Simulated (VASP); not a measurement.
# MoS2 (R3m) in VASP: notebook

MoS2 is run at these levels: PBE; tasks: single point.

All numbers are computed with VASP 6.6.1; they aren't measurements. Logs are shortened: lines on timing, memory, paths and dates and some standing lists are left out, and cuts for length are marked.

### Step 1. The cell of the first run

Symmetry: R3m, No. 160, trigonal system. Conventional cell: a = 3.160 Å, b = 3.160 Å, c = 18.450 Å, α = 90.00°, β = 90.00°, γ = 120.00°. Mo (site symmetry 3m) has 6 S at 2.39 Å and 6 Mo at 3.16 Å within 3.2 Å. Within 3.2 Å of S (site symmetry 3m) lie 3 Mo at 2.39 Å and 7 S at 3.08 to 3.16 Å. Within 3.2 Å of S (site symmetry 3m) lie 3 Mo at 2.39 Å and 7 S at 3.08 to 3.16 Å.

### Step 2. Single point, PBE

File INCAR:

```
SYSTEM = MoS2
  PREC = Accurate
  ENCUT = 520
  EDIFF = 1E-6
  ISMEAR = -1
  SIGMA = 0.1
  LREAL = .FALSE.
  LASPH = .TRUE.
  NELM = 100
  ALGO = Normal
  ISIF = 2
  LWAVE = .FALSE.
  LCHARG = .FALSE.
  GGA = PE
  NBANDS = 20
```

File KPOINTS:

```
regular mesh
0
G
  4 4 4
  0 0 0
```

File POSCAR:

```
MoS2
1.0
    1.5800000000      0.9122134300      6.1500000000
   -1.5800000000      0.9122134300      6.1500000000
    0.0000000000     -1.8244268500      6.1500000000
Mo S
1 2
Direct
    0.0000000000      0.0000000000      0.0000000000
    0.2499999995      0.2499999995      0.2500000009
    0.4169999992      0.4169999992      0.4170000015
```

Potentials or basis: VASP PAW PBE potentials, release 64 (Mo_sv, S).

Launch:

```
$ cat potpaw_PBE.64/Mo_sv/POTCAR potpaw_PBE.64/S/POTCAR > POTCAR
$ mpirun -np 1 vasp_std > vasp.out
```

OUTCAR:

```text
SYSTEM = MoS2
   PREC = Accurate
   ENCUT = 520
   EDIFF = 1E-6
   ISMEAR = -1
   LREAL = .FALSE.
   LASPH = .TRUE.
   NELM = 100
   ISIF = 2
   GGA = PE

 ion  position               nearest neighbor table
   1  0.000  0.000  0.000-   2 2.39   2 2.39   2 2.39   3 2.39   3 2.39   3 2.39
   2  0.250  0.250  0.250-   1 2.39   1 2.39   1 2.39
   3  0.417  0.417  0.417-   1 2.39   1 2.39   1 2.39

  LATTYP: Found a trigonal (rhomboedric) cell.
 ALAT       =     6.4149071187
 COS(alpha) =     0.8786713332

  Lattice vectors:

 A1 = (   1.5800000000,   0.9122134300,   6.1500000000)
 A2 = (  -1.5800000000,   0.9122134300,   6.1500000000)
 A3 = (   0.0000000000,  -1.8244268500,   6.1500000000)

Analysis of symmetry for initial positions (statically):
=====================================================================
 Subroutine PRICEL returns:
 Original cell was already a primitive cell.

 Routine SETGRP: Setting up the symmetry group for a
 trigonal (rhombohedral) supercell.

 Subroutine GETGRP returns: Found  6 space group operations
 (whereof  6 operations were pure point group operations)
 out of a pool of 12 trial point group operations.

The static configuration has the point symmetry C_3v.

Analysis of symmetry for dynamics (positions and initial velocities):
=====================================================================
 Subroutine PRICEL returns:
 Original cell was already a primitive cell.

 Routine SETGRP: Setting up the symmetry group for a
 trigonal (rhombohedral) supercell.

 Subroutine GETGRP returns: Found  6 space group operations
 (whereof  6 operations were pure point group operations)
 out of a pool of 12 trial point group operations.

The dynamic configuration has the point symmetry C_3v.

 Subroutine INISYM returns: Found  6 space group operations
 (whereof  6 operations are pure point group operations),
 and found     1 'primitive' translations

----------------------------------------------------------------------------------------

                                     Primitive cell

  volume of cell :      53.1839

  direct lattice vectors                    reciprocal lattice vectors
     1.580000000  0.912213430  6.150000000     0.316455696  0.182705781  0.054200542
    -1.580000000  0.912213430  6.150000000    -0.316455696  0.182705781  0.054200542
     0.000000000 -1.824426850  6.150000000     0.000000000 -0.365411562  0.054200542

  length of vectors
     6.414907119  6.414907119  6.414907118     0.369409405  0.369409405  0.369409405

  position of ions in fractional coordinates (direct lattice)
     0.000000000  0.000000000  0.000000000
     0.249999999  0.249999999  0.250000001
     0.416999999  0.416999999  0.417000001

  ion indices of the primitive-cell ions
   primitive index   ion index
                 1           1
                 2           2
                 3           3

----------------------------------------------------------------------------------------

 KPOINTS: regular mesh

Automatic generation of k-mesh.
 Grid dimensions read from file:
 generate k-points for:    4    4    4

 Generating k-lattice:

  Cartesian coordinates                     Fractional coordinates (reciprocal lattice)
     0.079113924  0.045676445  0.013550135     0.250000000 -0.000000000  0.000000000
    -0.079113924  0.045676445  0.013550135    -0.000000000  0.250000000  0.000000000
     0.000000000 -0.091352891  0.013550136     0.000000000  0.000000000  0.250000000

  Length of vectors
     0.092352351  0.092352351  0.092352351

  Shift w.r.t. Gamma in fractional coordinates (k-lattice)
     0.000000000  0.000000000  0.000000000

 Subroutine IBZKPT returns following result:
 ===========================================

 Found     13 irreducible k-points:

 Following reciprocal coordinates:
            Coordinates               Weight
  0.000000  0.000000  0.000000      1.000000
  0.250000  0.000000  0.000000      6.000000
  0.500000  0.000000  0.000000      3.000000
  0.250000  0.250000  0.000000      6.000000
  0.500000  0.250000  0.000000     12.000000
 -0.250000  0.250000  0.000000      6.000000
  0.500000  0.500000  0.000000      3.000000
  0.250000  0.250000  0.250000      2.000000
  0.500000  0.250000  0.250000      6.000000
 -0.250000  0.250000  0.250000      6.000000
  0.500000  0.500000  0.250000      6.000000
 -0.250000  0.500000  0.250000      6.000000
  0.500000  0.500000  0.500000      1.000000
   k-points           NKPTS =     13   k-points in BZ     NKDIM =     13   number of bands    NBANDS=     20
   number of dos      NEDOS =    301   number of ions     NIONS =      3
   total plane-waves  NPLWV = 110592
   dimension x,y,z NGX =    48 NGY =   48 NGZ =   48
   dimension x,y,z NGXF=    96 NGYF=   96 NGZF=   96
   ions per type =               1   2
   NGX,Y,Z   is equivalent  to a cutoff of  12.44, 12.44, 12.44 a.u.
   NGXF,Y,Z  is equivalent  to a cutoff of  24.88, 24.88, 24.88 a.u.
 SYSTEM =  MoS2
   PREC   = accura    normal or accurate (medium, high low for compatibility)
   ISTART =      0    job   : 0-new  1-cont  2-samecut
   ICHARG =      2    charge: 1-file 2-atom 10-const
   ISPIN  =      1    spin polarized calculation?
   LNONCOLLINEAR =      F non collinear calculations
   LSORBIT =      F    spin-orbit coupling
   LASPH  =      T    aspherical Exc in radial PAW
   ENCUT  =  520.0 eV  38.22 Ry    6.18 a.u.  11.93 11.93 11.93*2*pi/ulx,y,z
   NELM   =    100;   NELMIN=  2; NELMDL= -5     # of ELM steps
   EDIFF  = 0.1E-05   stopping-criterion for ELM
   LREAL  =      F    real-space projection
   EDIFFG = 0.1E-04   stopping-criterion for IOM
   NSW    =      0    number of steps for IOM
   IBRION =     -1    ionic relax: 0-MD 1-quasi-New 2-CG
   NFREE  =      0    steps in history (QN), initial steepest desc. (CG)
   ISIF   =      2    stress and relaxation
   ISYM   =      2    0-nonsym 1-usesym 2-fastsym
   POTIM  = 0.5000    time-step for ionic-motion
   TEBEG  =    0.0;   TEEND  =   0.0 temperature during run
   PSTRESS=    0.0 pullay stress
   NELECT =      26.0000    total number of electrons
   NUPDOWN=      -1.0000    fix difference up-down
   EMIN   =  10.00;   EMAX   =-10.00  energy-range for DOS
   EFERMI =   0.00;   METHOD = LEGACY
   ISMEAR =    -1;   SIGMA  =   0.10  broadening in eV -4-tet -1-fermi 0-gaus
   EFERMI_NEDOS =   21; number of points for ismear=-14 and -15
   IALGO  =     38    algorithm
   IMIX   =      4    mixing-type and parameters
     AMIX     =   0.40;   BMIX     =  1.00
     AMIX_MAG =   1.60;   BMIX_MAG =  1.00
  volume/ion in A,a.u.               =      17.73       119.63
  Fermi-wavevector in a.u.,A,eV,Ry     =   1.289652  2.437089 22.629252  1.663203
  Thomas-Fermi vector in A             =   2.421532
   LORBIT       =      0    0 simple, 1 ext, 2 COOP (PROOUT), +10 PAW based schemes
   GGA     = PE    functional components
   LHFCALC =     F    Hartree Fock is set to
   AEXX    =    0.0000 exact exchange contribution
   IVDW    =     0    specifies the selected vdW correction
   LEPSILON=     F    determine dielectric tensor
   LRPA    =     F    only Hartree local field effects (RPA)
 non-spin polarized calculation
  energy-cutoff  :      520.00
  volume of cell :       53.18
 maximum number of plane-waves:      1444
   NGX = 23   NGY = 23   NGZ = 23

 number of electron      25.9999998 magnetization

 Free energy of the ion-electron system (eV)
  ---------------------------------------------------
  ext. energy  EPLUGINS =         0.00000000
  ---------------------------------------------------
  free energy    TOTEN  =       -21.84650207 eV

  energy without entropy =      -21.84609135  energy(sigma->0) =      -21.84629671

 E-fermi :   8.1440     XC(G=0): -10.8272

 val. band max:        7.6592646141   @ k =   0.5000   0.5000   0.5000
 cond. band min:       8.8849038365   @ k =  -0.2500   0.2500   0.0000
 fundamental gap:      1.2256392223
 Fermi energy:         8.1439637986

 k-point     1 :       0.0000    0.0000    0.0000
  band No.  band energies     occupation
      1     -53.9008      2.00000
      2     -28.0598      2.00000
      3     -27.8427      2.00000
      4     -27.8427      2.00000
      5      -7.4637      2.00000
      6      -5.7452      2.00000
[... 12 lines left out ...]
     19      15.7951      0.00000
     20      16.1575      0.00000

 k-point     2 :       0.2500    0.0000    0.0000
  band No.  band energies     occupation
      1     -53.8800      2.00000
      2     -28.0488      2.00000
      3     -28.0184      2.00000
      4     -27.8897      2.00000
      5      -6.5853      2.00000
      6      -5.4815      2.00000
[... 12 lines left out ...]
     19      15.9177      0.00000
     20      16.6052      0.00000

 k-point     3 :       0.5000    0.0000    0.0000
  band No.  band energies     occupation
      1     -53.8591      2.00000
      2     -28.2484      2.00000
      3     -27.9766      2.00000
      4     -27.9363      2.00000
      5      -5.4433      2.00000
      6      -5.1657      2.00000
[... 12 lines left out ...]
     19      14.4807      0.00000
     20      15.1074      0.00000

 k-point     4 :       0.2500    0.2500    0.0000
  band No.  band energies     occupation
      1     -53.8800      2.00000
      2     -28.0488      2.00000
      3     -28.0184      2.00000
      4     -27.8897      2.00000
      5      -6.5502      2.00000
      6      -5.5352      2.00000
[... 176 lines left out ...]
 k-point    12 :      -0.2500    0.5000    0.2500
  band No.  band energies     occupation
      1     -53.8591      2.00000
      2     -28.1741      2.00000
      3     -28.0136      2.00000
      4     -27.9767      2.00000
      5      -5.3640      2.00000
      6      -5.2601      2.00000
[... 12 lines left out ...]
     19      15.4410      0.00000
     20      16.5779      0.00000

 k-point    13 :       0.5000    0.5000    0.5000
  band No.  band energies     occupation
      1     -53.9008      2.00000
      2     -28.0599      2.00000
      3     -27.8427      2.00000
      4     -27.8427      2.00000
      5      -7.2151      2.00000
      6      -6.1662      2.00000
[... 12 lines left out ...]
     19      16.2772      0.00000
     20      17.6844      0.00000

------------------------ aborting loop because EDIFF is reached ----------------------------------------

  FORCE on cell =-STRESS in cart. coord.  units (eV):
  Direction    XX          YY          ZZ          XY          YZ          ZX
  --------------------------------------------------------------------------------------
  -------------------------------------------------------------------------------------
  Total        1.2918918      1.2918918      2.1871019      0.0000000      0.0000000     -0.0000000
  in kB       38.9185647     38.9185648     65.8869934      0.0000000      0.0000000     -0.0000000
  external PRESSURE =      47.9080410 kB  Pullay stress =       0.0000000 kB

 VOLUME and BASIS-vectors are now :
 -----------------------------------------------------------------------------
  energy-cutoff  :      520.00
  volume of cell :       53.18
      direct lattice vectors                 reciprocal lattice vectors
     1.580000000  0.912213430  6.150000000     0.316455696  0.182705781  0.054200542
    -1.580000000  0.912213430  6.150000000    -0.316455696  0.182705781  0.054200542
     0.000000000 -1.824426850  6.150000000     0.000000000 -0.365411562  0.054200542

 POSITION                                       TOTAL-FORCE (eV/Angst)
 -----------------------------------------------------------------------------------
      0.00000      0.00000      0.00000         0.000000      0.000000      0.081354
      0.00000     -0.00000      4.61250         0.000000     -0.000000     -0.470513
      0.00000     -0.00000      7.69365         0.000000      0.000000      0.389159
 -----------------------------------------------------------------------------------
    total drift:                               -0.000000      0.000003      0.000077

  FREE ENERGIE OF THE ION-ELECTRON SYSTEM (eV)
  ---------------------------------------------------
  free  energy   TOTEN  =       -21.8465020689 eV

  energy  without entropy=      -21.8460913454  energy(sigma->0) =      -21.84629671
```

It took 36 s on 1 thread of Intel Xeon 8259CL, shared host; peak memory 0.3 GiB.

Results:

```yaml
Free_energy: -21.8465 eV
Pressure: 4.8 GPa
Largest_force: 0.471 eV/Å
Band_gap_on_the_k_mesh: 1.23 eV (least direct gap 2.12 eV)
```

Forces on the atoms (eV/Å):
```
Mo   0.000  0.000  0.081
S    0.000  0.000 -0.471
S    0.000  0.000  0.389
```

Caveat: the k points lie up to 0.58 Å⁻¹ apart. Expect the measured gap to be larger: semilocal functionals such as PBE lack the derivative discontinuity.

### Step 3. Single point, PBE

File INCAR:

```
SYSTEM = MoS2
ALGO     = Normal         ! electronic algorithm
EDIFF    = 1E-7           ! SCF threshold, eV
ENCUT    = 520            ! plane-wave cutoff, eV
GGA      = PE             ! functional
ISIF     = 2              ! what is computed and relaxed
ISMEAR   = -1             ! smearing method
LASPH    = .TRUE.         ! aspherical terms in the spheres
LCHARG   = .TRUE.         ! write CHGCAR
LELF     = .TRUE.         ! ELF
LREAL    = .FALSE.        ! projectors in reciprocal space
LVHAR    = .TRUE.       
LWAVE    = .FALSE.        ! write WAVECAR
NBANDS   = 20             ! bands
NELM     = 60             ! most SCF steps
PREC     = Accurate       ! precision mode
SIGMA    = 0.1            ! smearing width, eV
```

File KPOINTS:

```
k-points
0
G
  5 5 5
  0 0 0
```

POSCAR is that of step 2.

Potentials or basis: VASP PAW PBE potentials, release 64 (Mo_sv, S).

Launch:

```
$ cat potpaw_PBE.64/Mo_sv/POTCAR potpaw_PBE.64/S/POTCAR > POTCAR
$ mpirun -np 1 vasp_std > vasp.out
```

OUTCAR:

```text
SYSTEM = MoS2
   EDIFF = 1E-7
   ENCUT = 520
   GGA = PE
   ISIF = 2
   ISMEAR = -1
   LASPH = .TRUE.
   LREAL = .FALSE.
   NELM = 60
   PREC = Accurate

 ion  position               nearest neighbor table
   1  0.000  0.000  0.000-   2 2.39   2 2.39   2 2.39   3 2.39   3 2.39   3 2.39
   2  0.250  0.250  0.250-   1 2.39   1 2.39   1 2.39
   3  0.417  0.417  0.417-   1 2.39   1 2.39   1 2.39

  LATTYP: Found a trigonal (rhomboedric) cell.
 ALAT       =     6.4149071187
 COS(alpha) =     0.8786713332

  Lattice vectors:

 A1 = (   1.5800000000,   0.9122134300,   6.1500000000)
 A2 = (  -1.5800000000,   0.9122134300,   6.1500000000)
 A3 = (   0.0000000000,  -1.8244268500,   6.1500000000)

Analysis of symmetry for initial positions (statically):
=====================================================================
 Subroutine PRICEL returns:
 Original cell was already a primitive cell.

 Routine SETGRP: Setting up the symmetry group for a
 trigonal (rhombohedral) supercell.

 Subroutine GETGRP returns: Found  6 space group operations
 (whereof  6 operations were pure point group operations)
 out of a pool of 12 trial point group operations.

[... 155 lines left out ...]
  energy without entropy =      -21.78887772  energy(sigma->0) =      -21.78914999

 E-fermi :   8.0461     XC(G=0): -10.8260

 val. band max:        7.6101541509   @ k =   0.4000   0.4000   0.4000
 cond. band min:       8.6234587747   @ k =  -0.2000   0.2000   0.0000
 fundamental gap:      1.0133046238
 Fermi energy:         8.0461194102

 k-point     1 :       0.0000    0.0000    0.0000
  band No.  band energies     occupation
      1     -53.9140      2.00000
      2     -28.0792      2.00000
      3     -27.8523      2.00000
      4     -27.8523      2.00000
      5      -7.4609      2.00000
      6      -5.7408      2.00000
[... 426 lines left out ...]
     19      16.1987      0.00000
     20      16.8390      0.00000

------------------------ aborting loop because EDIFF is reached ----------------------------------------

  FORCE on cell =-STRESS in cart. coord.  units (eV):
  Direction    XX          YY          ZZ          XY          YZ          ZX
  --------------------------------------------------------------------------------------
  -------------------------------------------------------------------------------------
  Total        1.4690176      1.4690176      2.2540398      0.0000000      0.0000000     -0.0000000
  in kB       44.2545239     44.2545240     67.9035131      0.0000000      0.0000000     -0.0000000
  external PRESSURE =      52.1375203 kB  Pullay stress =       0.0000000 kB

 VOLUME and BASIS-vectors are now :
 -----------------------------------------------------------------------------
  energy-cutoff  :      520.00
  volume of cell :       53.18
      direct lattice vectors                 reciprocal lattice vectors
     1.580000000  0.912213430  6.150000000     0.316455696  0.182705781  0.054200542
    -1.580000000  0.912213430  6.150000000    -0.316455696  0.182705781  0.054200542
     0.000000000 -1.824426850  6.150000000     0.000000000 -0.365411562  0.054200542

 POSITION                                       TOTAL-FORCE (eV/Angst)
 -----------------------------------------------------------------------------------
      0.00000      0.00000      0.00000         0.000000      0.000000      0.084497
      0.00000     -0.00000      4.61250         0.000000     -0.000000     -0.511171
      0.00000     -0.00000      7.69365         0.000000      0.000000      0.426674
 -----------------------------------------------------------------------------------
    total drift:                                0.000000      0.000003      0.000052

  FREE ENERGIE OF THE ION-ELECTRON SYSTEM (eV)
  ---------------------------------------------------
  free  energy   TOTEN  =       -21.7894222698 eV

  energy  without entropy=      -21.7888777189  energy(sigma->0) =      -21.78914999
```

OSZICAR:

```text
N       E                     dE             d eps       ncg     rms          rms(c)
DAV:   1     0.182669272347E+03    0.18267E+03   -0.13373E+04   760   0.123E+03
DAV:   2    -0.157953978121E+02   -0.19846E+03   -0.19338E+03   908   0.317E+02
DAV:   3    -0.231439179657E+02   -0.73485E+01   -0.72813E+01   924   0.576E+01
DAV:   4    -0.232309831373E+02   -0.87065E-01   -0.87013E-01   924   0.654E+00
DAV:   5    -0.232323701329E+02   -0.13870E-02   -0.13869E-02   944   0.792E-01    0.252E+01
DAV:   6    -0.221407340354E+02    0.10916E+01   -0.99139E+00   800   0.194E+01    0.911E+00
DAV:   7    -0.218884149571E+02    0.25232E+00   -0.35186E+00   772   0.110E+01    0.610E+00
DAV:   8    -0.217891621677E+02    0.99253E-01   -0.50496E-01   864   0.443E+00    0.180E+00
DAV:   9    -0.217905227026E+02   -0.13605E-02   -0.20694E-02   868   0.904E-01    0.633E-01
DAV:  10    -0.217893946322E+02    0.11281E-02   -0.81188E-03   852   0.603E-01    0.122E-01
DAV:  11    -0.217894187836E+02   -0.24151E-04   -0.46588E-04   904   0.151E-01    0.599E-02
DAV:  12    -0.217894057754E+02    0.13008E-04   -0.63799E-05   876   0.504E-02    0.238E-02
DAV:  13    -0.217894219355E+02   -0.16160E-04   -0.22799E-05   800   0.278E-02    0.104E-02
DAV:  14    -0.217894221595E+02   -0.22395E-06   -0.14086E-06  1028   0.714E-03    0.441E-03
DAV:  15    -0.217894222805E+02   -0.12106E-06   -0.59513E-07   840   0.470E-03    0.250E-03
DAV:  16    -0.217894222698E+02    0.10702E-07   -0.10125E-07   600   0.225E-03
   1 F= -.21789422E+02 E0= -.21789150E+02  d E =-.544551E-03
```

Run time: 66 s. Hardware: 1 thread of Intel Xeon 8259CL, shared host; peak memory 0.3 GiB.

What came out:

```yaml
Free_energy: -21.7894 eV
Pressure: 5.2 GPa
Largest_force: 0.511 eV/Å
Band_gap_on_the_k_mesh: 1.01 eV (least direct gap 2.16 eV)
```

Forces on the atoms (eV/Å):
```
Mo   0.000  0.000  0.084
S    0.000  0.000 -0.511
S    0.000  0.000  0.427
```

Caveat: the k points lie up to 0.46 Å⁻¹ apart; an odd mesh through Γ misses points on the zone boundary, where band edges can lie.
